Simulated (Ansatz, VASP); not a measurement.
**One calculation of Hf2NbO2, two programs**

```
CELL_PARAMETERS angstrom
-1.59676 1.59676 6.68390
1.59676 -1.59676 6.68390
1.59676 1.59676 -6.68390
ATOMIC_POSITIONS crystal
Hf 0.14396 0.14396 0.00000
Hf 0.85604 0.85604 0.00000
Nb 0.50000 0.50000 0.00000
O 0.68118 0.68118 0.00000
O 0.31882 0.31882 0.00000
```

Change from the starting cell: species swapped into the Sr2RuN2 type (I4/mmm, No. 139).

Alike in both runs: functional PBE; k mesh 6 × 6 × 6; occupations gaussian, width 0.2 eV; no spin polarisation.

Ansatz relaxed the structure, and its values are those at the end. VASP's run is a single point on that final structure, the one shown.

```csv
,VASP,Ansatz
version,VASP 6.6.1,Ansatz 0.2.0
potentials or method,"VASP PAW PBE potentials, release 64 (Hf_pv, Nb_sv, O), cutoff 520 eV","scalar-relativistic, plane waves, PAW"
valence electrons in the cell,45,77
```

|  | VASP | Ansatz | Ansatz less VASP |
| --- | --- | --- | --- |
| gap on the k mesh at the Fermi level (eV) | none | none | - |
| pressure (GPa) | -2.2 | -0.3 | +1.86 |
| rms of the force components (eV/Å) | 0.038 | 0.005 | -0.0338 |

A gap of «none» marks a metal or a gap that the smearing closes. With one functional, cell and mesh, what is left measures potentials, basis and numerics. VASP's potentials hold 45 valence electrons a cell and Ansatz's 77, so a difference there can come from the potentials and not from the codes.

The k mesh is coarse, so the values compare programs but aren't converged. Neither program's run includes spin-orbit coupling.
